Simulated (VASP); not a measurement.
# C (P6_3/mmc) in VASP: notebook

The runs below take C through single point, with RPBE.

All numbers are computed with VASP 6.6.1; they aren't measurements. Logs are shortened: lines on timing, memory, paths and dates and some standing lists are left out, and cuts for length are marked.

### 1 The cell of the first run

Symmetry: P6_3/mmc, No. 194, hexagonal system. Conventional cell: a = 1.733 Å, b = 1.733 Å, c = 9.141 Å, α = 90.00°, β = 90.00°, γ = 120.00°. C (site symmetry -6m2) has 6 C at 1.73 Å within 2.3 Å.

### 2 Single point, RPBE

The input, INCAR:

```
SYSTEM = C
ALGO = Normal
EDIFF = 1E-6
ENCUT = 520
GGA = RP
ISIF = 2
ISMEAR = -1
LASPH = .True.
LCHARG = .False.
LREAL = .False.
LWAVE = .False.
NBANDS = 11
NELM = 100
PREC = Accurate
SIGMA = 0.1
```

The input, KPOINTS:

```
k-points
0
Gamma
  23 23 4
  0 0 0
```

The input, POSCAR:

```
C
1.0
    1.7328695504      0.0000000000      0.0000000000
   -0.8664347752      1.5007090521      0.0000000000
    0.0000000000      0.0000000000      9.1411224406
C
2
Direct
    0.3333333333      0.6666666667      0.2500000000
    0.6666666667      0.3333333333      0.7500000000
```

Potentials or basis: VASP PAW PBE potentials, release 64 (C).

Launch:

```console
> cat potpaw_PBE.64/C/POTCAR > POTCAR
> mpirun -np 1 vasp_std > vasp.out
```

OUTCAR:

```text
SYSTEM = C
   EDIFF = 1E-6
   ENCUT = 520
   GGA = RP
   ISIF = 2
   ISMEAR = -1
   LASPH = .True.
   LREAL = .False.
   NELM = 100
   PREC = Accurate

 ion  position               nearest neighbor table
   1  0.333  0.667  0.250-
   2  0.667  0.333  0.750-

  LATTYP: Found a hexagonal cell.
 ALAT       =     1.7328695504
 C/A-ratio  =     5.2751359377

  Lattice vectors:

 A1 = (   1.7328695504,   0.0000000000,   0.0000000000)
 A2 = (  -0.8664347752,   1.5007090521,   0.0000000000)
 A3 = (   0.0000000000,   0.0000000000,   9.1411224406)

Analysis of symmetry for initial positions (statically):
=====================================================================
 Subroutine PRICEL returns:
 Original cell was already a primitive cell.

 Routine SETGRP: Setting up the symmetry group for a
 hexagonal supercell.

 Subroutine GETGRP returns: Found 24 space group operations
 (whereof 12 operations were pure point group operations)
 out of a pool of 24 trial point group operations.

The static configuration has the point symmetry D_3d.
 The point group associated with its full space group is D_6h.

Analysis of symmetry for dynamics (positions and initial velocities):
=====================================================================
 Subroutine PRICEL returns:
 Original cell was already a primitive cell.

 Routine SETGRP: Setting up the symmetry group for a
 hexagonal supercell.

 Subroutine GETGRP returns: Found 24 space group operations
 (whereof 12 operations were pure point group operations)
 out of a pool of 24 trial point group operations.

The dynamic configuration has the point symmetry D_3d.
 The point group associated with its full space group is D_6h.

 Subroutine INISYM returns: Found 24 space group operations
 (whereof 12 operations are pure point group operations),
 and found     1 'primitive' translations

----------------------------------------------------------------------------------------

                                     Primitive cell

  volume of cell :      23.7718

  direct lattice vectors                    reciprocal lattice vectors
     1.732869550  0.000000000  0.000000000     0.577077484  0.333175841  0.000000000
    -0.866434775  1.500709052  0.000000000     0.000000000  0.666351681  0.000000000
     0.000000000  0.000000000  9.141122441     0.000000000  0.000000000  0.109395756

  length of vectors
     1.732869550  1.732869550  9.141122441     0.666351681  0.666351681  0.109395756

  position of ions in fractional coordinates (direct lattice)
     0.333333333  0.666666667  0.250000000
     0.666666667  0.333333333  0.750000000

  ion indices of the primitive-cell ions
   primitive index   ion index
                 1           1
                 2           2

----------------------------------------------------------------------------------------

 KPOINTS: k-points

Automatic generation of k-mesh.
 Grid dimensions read from file:
 generate k-points for:   23   23    4

 Generating k-lattice:

  Cartesian coordinates                     Fractional coordinates (reciprocal lattice)
     0.025090325  0.014485906  0.000000000     0.043478261  0.000000000  0.000000000
     0.000000000  0.028971812  0.000000000     0.000000000  0.043478261  0.000000000
     0.000000000  0.000000000  0.027348939     0.000000000  0.000000000  0.250000000

  Length of vectors
     0.028971812  0.028971812  0.027348939

  Shift w.r.t. Gamma in fractional coordinates (k-lattice)
     0.000000000  0.000000000  0.000000000

 Subroutine IBZKPT returns following result:
 ===========================================

 Found    168 irreducible k-points:

 Following reciprocal coordinates:
            Coordinates               Weight
  0.000000  0.000000  0.000000      1.000000
  0.043478 -0.000000  0.000000      6.000000
  0.086957 -0.000000  0.000000      6.000000
  0.130435 -0.000000  0.000000      6.000000
  0.173913  0.000000  0.000000      6.000000
  0.217391 -0.000000  0.000000      6.000000
[... 16 lines left out ...]
  0.478261  0.043478  0.000000      6.000000
  0.086957  0.086957  0.000000      6.000000
 [... further k-points ...]
   k-points           NKPTS =    168   k-points in BZ     NKDIM =    168   number of bands    NBANDS=     11
   number of dos      NEDOS =    301   number of ions     NIONS =      2
   total plane-waves  NPLWV =  13720
   dimension x,y,z NGX =    14 NGY =   14 NGZ =   70
   dimension x,y,z NGXF=    28 NGYF=   28 NGZF=  140
   ions per type =               2
   NGX,Y,Z   is equivalent  to a cutoff of  13.43, 13.43, 12.73 a.u.
   NGXF,Y,Z  is equivalent  to a cutoff of  26.86, 26.86, 25.46 a.u.
 SYSTEM =  C
   PREC   = accura    normal or accurate (medium, high low for compatibility)
   ISTART =      0    job   : 0-new  1-cont  2-samecut
   ICHARG =      2    charge: 1-file 2-atom 10-const
   ISPIN  =      1    spin polarized calculation?
   LNONCOLLINEAR =      F non collinear calculations
   LSORBIT =      F    spin-orbit coupling
   LASPH  =      T    aspherical Exc in radial PAW
   ENCUT  =  520.0 eV  38.22 Ry    6.18 a.u.   3.22  3.22 17.00*2*pi/ulx,y,z
   NELM   =    100;   NELMIN=  2; NELMDL= -5     # of ELM steps
   EDIFF  = 0.1E-05   stopping-criterion for ELM
   LREAL  =      F    real-space projection
   EDIFFG = 0.1E-04   stopping-criterion for IOM
   NSW    =      0    number of steps for IOM
   IBRION =     -1    ionic relax: 0-MD 1-quasi-New 2-CG
   NFREE  =      0    steps in history (QN), initial steepest desc. (CG)
   ISIF   =      2    stress and relaxation
   ISYM   =      2    0-nonsym 1-usesym 2-fastsym
   POTIM  = 0.5000    time-step for ionic-motion
   TEBEG  =    0.0;   TEEND  =   0.0 temperature during run
   PSTRESS=    0.0 pullay stress
   NELECT =       8.0000    total number of electrons
   NUPDOWN=      -1.0000    fix difference up-down
   EMIN   =  10.00;   EMAX   =-10.00  energy-range for DOS
   EFERMI =   0.00;   METHOD = LEGACY
   ISMEAR =    -1;   SIGMA  =   0.10  broadening in eV -4-tet -1-fermi 0-gaus
   EFERMI_NEDOS =   21; number of points for ismear=-14 and -15
   IALGO  =     38    algorithm
   IMIX   =      4    mixing-type and parameters
     AMIX     =   0.40;   BMIX     =  1.00
     AMIX_MAG =   1.60;   BMIX_MAG =  1.00
  volume/ion in A,a.u.               =      11.89        80.21
  Fermi-wavevector in a.u.,A,eV,Ry     =   1.138722  2.151872 17.642494  1.296687
  Thomas-Fermi vector in A             =   2.275426
   LORBIT       =      0    0 simple, 1 ext, 2 COOP (PROOUT), +10 PAW based schemes
   GGA     = RP    functional components
   LHFCALC =     F    Hartree Fock is set to
   AEXX    =    0.0000 exact exchange contribution
   IVDW    =     0    specifies the selected vdW correction
   LEPSILON=     F    determine dielectric tensor
   LRPA    =     F    only Hartree local field effects (RPA)
 non-spin polarized calculation
  energy-cutoff  :      520.00
  volume of cell :       23.77
 maximum number of plane-waves:       664
 NGX is ok and might be reduce to    14
   NGX =  7   NGY =  7   NGZ = 33

 number of electron       7.9999999 magnetization

 Free energy of the ion-electron system (eV)
  ---------------------------------------------------
  ext. energy  EPLUGINS =         0.00000000
  ---------------------------------------------------
  free energy    TOTEN  =        -9.83071564 eV

  energy without entropy =       -9.80735038  energy(sigma->0) =       -9.81903301

 E-fermi :   3.1174     XC(G=0):  -8.4835

 val. band max:        3.1165704216   @ k =   0.3043   0.1304   0.2500
 cond. band min:       3.1187767024   @ k =   0.3913   0.0000   0.2500
 fundamental gap:      0.0022062808
 Fermi energy:         3.1174399728

 k-point     1 :       0.0000    0.0000    0.0000
  band No.  band energies     occupation
      1     -17.8853      2.00000
      2     -17.8715      2.00000
      3      -5.2700      2.00000
      4      -5.0024      2.00000
      5       6.0010      0.00000
      6       8.9814      0.00000
      7      11.6909      0.00000
      8      18.1274      0.00000
      9      19.0849      0.00000
     10      19.0853      0.00000
     11      19.0868      0.00000

 k-point     2 :       0.0435   -0.0000    0.0000
  band No.  band energies     occupation
      1     -17.7897      2.00000
      2     -17.7761      2.00000
      3      -5.1561      2.00000
      4      -4.8894      2.00000
      5       6.1185      0.00000
      6       9.0999      0.00000
      7      11.7823      0.00000
      8      18.2309      0.00000
      9      18.7150      0.00000
     10      18.7956      0.00000
     11      18.9128      0.00000

 k-point     3 :       0.0870   -0.0000    0.0000
  band No.  band energies     occupation
      1     -17.5033      2.00000
      2     -17.4900      2.00000
      3      -4.8150      2.00000
      4      -4.5512      2.00000
      5       6.4694      0.00000
      6       9.4544      0.00000
      7      12.0392      0.00000
      8      17.6924      0.00000
      9      17.9618      0.00000
     10      18.4277      0.00000
     11      18.4286      0.00000

 k-point     4 :       0.1304   -0.0000    0.0000
  band No.  band energies     occupation
      1     -17.0268      2.00000
      2     -17.0140      2.00000
      3      -4.2496      2.00000
      4      -3.9908      2.00000
      5       7.0464      0.00000
      6      10.0425      0.00000
      7      12.3695      0.00000
      8      16.1643      0.00000
      9      16.7285      0.00000
     10      17.7136      0.00000
     11      17.7150      0.00000

 k-point     5 :       0.1739    0.0000    0.0000
  band No.  band energies     occupation
      1     -16.3620      2.00000
      2     -16.3498      2.00000
      3      -3.4650      2.00000
      4      -3.2133      2.00000
      5       7.8248      0.00000
      6      10.8592      0.00000
      7      12.3522      0.00000
      8      14.2636      0.00000
      9      15.6160      0.00000
     10      16.8691      0.00000
     11      16.8707      0.00000
[... 211 lines left out ...]
 k-point    21 :       0.3913    0.0435    0.0000
  band No.  band energies     occupation
      1      -9.6374      2.00000
      2      -9.6312      2.00000
      3       0.6885      2.00000
      4       0.6958      2.00000
      5       3.8902      0.00088
      6       4.0186      0.00024
      7      12.5490      0.00000
      8      12.5549      0.00000
      9      17.3361      0.00000
     10      17.3702      0.00000
     11      19.1961      0.00000

 k-point    22 :       0.4348    0.0435    0.0000
  band No.  band energies     occupation
      1      -8.2689      2.00000
      2      -8.2648      2.00000
      3      -1.1437      2.00000
      4      -1.1373      2.00000
      5       5.0779      0.00000
      6       5.1547      0.00000
      7      12.2955      0.00000
      8      12.2977      0.00000
      9      17.0303      0.00000
     10      17.7477      0.00000
     11      19.7470      0.00000

 k-point    23 :       0.4783    0.0435    0.0000
  band No.  band energies     occupation
      1      -7.6104      2.00000
      2      -7.6088      2.00000
      3      -1.9585      2.00000
      4      -1.9518      2.00000
      5       5.5662      0.00000
      6       5.6026      0.00000
      7      12.2104      0.00000
      8      12.2113      0.00000
      9      16.6929      0.00000
     10      17.1577      0.00000
     11      22.2812      0.00000

 k-point    24 :       0.0870    0.0870    0.0000
  band No.  band energies     occupation
      1     -16.7414      2.00000
      2     -16.7288      2.00000
      3      -3.9122      2.00000
      4      -3.6564      2.00000
      5       7.3887      0.00000
      6      10.3937      0.00000
      7      12.5194      0.00000
      8      15.7544      0.00000
      9      16.5410      0.00000
     10      16.7868      0.00000
     11      16.7878      0.00000

 [... further k-points ...]
[... 5 lines left out ...]
  --------------------------------------------------------------------------------------
  -------------------------------------------------------------------------------------
  Total        0.0796741      0.0796741      0.0182125      0.0000000      0.0000000      0.0000000
  in kB        5.3698966      5.3698966      1.2274895      0.0000000      0.0000000      0.0000000
  external PRESSURE =       3.9890942 kB  Pullay stress =       0.0000000 kB

 VOLUME and BASIS-vectors are now :
 -----------------------------------------------------------------------------
  energy-cutoff  :      520.00
  volume of cell :       23.77
      direct lattice vectors                 reciprocal lattice vectors
     1.732869550  0.000000000  0.000000000     0.577077484  0.333175841  0.000000000
    -0.866434775  1.500709052  0.000000000     0.000000000  0.666351681  0.000000000
     0.000000000  0.000000000  9.141122441     0.000000000  0.000000000  0.109395756

 POSITION                                       TOTAL-FORCE (eV/Angst)
 -----------------------------------------------------------------------------------
     -0.00000      1.00047      2.28528         0.000000      0.000000      0.000000
      0.86643      0.50024      6.85584         0.000000     -0.000000     -0.000000
 -----------------------------------------------------------------------------------
    total drift:                               -0.000000      0.000000      0.000000

  FREE ENERGIE OF THE ION-ELECTRON SYSTEM (eV)
  ---------------------------------------------------
  free  energy   TOTEN  =        -9.8307156405 eV

  energy  without entropy=       -9.8073503817  energy(sigma->0) =       -9.81903301
```

It took 23 s on 1 thread of Intel Xeon 6975P-C, shared host; peak memory 0.15 GiB.

What came out:

* Free energy: -9.8307 eV
* Pressure: 0.4 GPa
* Band gap on the k mesh: zero (band 4 reaches 3.86 eV, above the bottom of band 5 at 2.93 eV)

Stress tensor (GPa, compression positive):
```
0.54 0.00 0.00
0.00 0.54 0.00
0.00 0.00 0.12
```

Levels at points of the mesh, in eV from the Fermi level:
| k point | band 2 | band 3 | band 4 | band 5 | band 6 | band 7 |
| --- | --- | --- | --- | --- | --- | --- |
| (0.00, 0.00, 0.00) | -20.99 | -8.39 | -8.12 | 2.88 | 5.86 | 8.57 |
| (0.00, 0.00, 0.50) | -21.00 | -8.26 | -8.26 | 3.94 | 3.94 | 11.70 |

Caveat: the PAW data sets were made with another functional, which shifts forces and pressure a little; this functional lacks dispersion, which binds the layers, so the pressure and a relaxed spacing across them are unreliable.

### 3 Single point, RPBE

The input, INCAR:

```
SYSTEM = C
  PREC = Accurate
  ENCUT = 520
  EDIFF = 1E-6
  ISMEAR = -1
  SIGMA = 0.1
  LREAL = .False.
  LASPH = .True.
  NELM = 80
  ALGO = Normal
  ISIF = 2
  LWAVE = .False.
  LCHARG = .True.
  GGA = RP
  LELF = .True.
  LVHAR = .True.
  NBANDS = 11
```

The input, KPOINTS:

```
Automatic mesh
0
Gamma
  34 34 6
  0 0 0
```

POSCAR is that of step 2.

Potentials or basis: VASP PAW PBE potentials, release 64 (C).

Launch:

```console
> cat potpaw_PBE.64/C/POTCAR > POTCAR
> mpirun -np 1 vasp_std > vasp.out
```

Run time: 72 s. Hardware: 1 thread of Intel Xeon 6975P-C, shared host; peak memory 0.21 GiB.

It converged, with:

| Quantity | Value |
| --- | --- |
| Free energy | -9.8284 eV |
| Pressure | 0.6 GPa |
| Band gap on the k mesh | zero (band 4 reaches 3.95 eV, above the bottom of band 5 at 2.79 eV) |

Stress tensor (GPa, compression positive):
```
0.85 0.00 0.00
0.00 0.85 0.00
0.00 0.00 0.15
```

Levels at points of the mesh, in eV from the Fermi level:
| k point | band 1 | band 2 | band 3 | band 4 | band 5 | band 6 | band 7 | band 8 | band 9 |
| --- | --- | --- | --- | --- | --- | --- | --- | --- | --- |
| (0.00, 0.00, 0.00) | -21.02 | -21.01 | -8.41 | -8.14 | 2.85 | 5.83 | 8.55 | 14.98 | 15.95 |
| (0.50, 0.00, 0.00) | -10.83 | -10.83 | -5.13 | -5.12 | 2.37 | 2.41 | 9.53 | 9.53 | 13.45 |
| (0.00, 0.00, 0.50) | -21.01 | -21.01 | -8.28 | -8.28 | 3.91 | 3.91 | 11.67 | 11.67 | 15.95 |
| (0.50, 0.00, 0.50) | -10.83 | -10.83 | -5.13 | -5.13 | 2.39 | 2.39 | 9.53 | 9.53 | 13.66 |

Caveat: the PAW data sets were made with another functional, which shifts forces and pressure a little; this functional lacks dispersion, which binds the layers, so the pressure and a relaxed spacing across them are unreliable.
